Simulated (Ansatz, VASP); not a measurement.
Sn in VASP and in Ansatz

```xyz
2
Lattice="0.0000 3.2856 3.2856 3.2856 0.0000 3.2856 3.2856 3.2856 0.0000" Properties=species:S:1:pos:R:3 pbc="T T T"
Sn    3.2856    3.2856    3.2856
Sn    4.9283    4.9283    4.9283
```

Alike in both runs: functional r2SCAN; k mesh 12 × 12 × 12; occupations fermi-dirac, width 0.15 eV; no spin polarisation.

Ansatz relaxed the structure, and its values are those at the end. VASP's run is a single point on that final structure, the one shown.

|  | VASP | Ansatz |
| --- | --- | --- |
| version | VASP 6.6.1 | Ansatz 0.2.0 |
| potentials or method | VASP PAW PBE potentials, release 64 (Sn_d), cutoff 520 eV | scalar-relativistic, plane waves, PAW |
| valence electrons in the cell | 28 | 28 |

```tsv
	VASP	Ansatz	Ansatz less VASP
gap on the k mesh at the Fermi level (eV)	none	none	-
pressure (GPa)	-0.1	0.0	+0.08
```

VASP's potentials were made for PBE, not for r2SCAN. A gap of «none» marks a metal or a gap that the smearing closes.
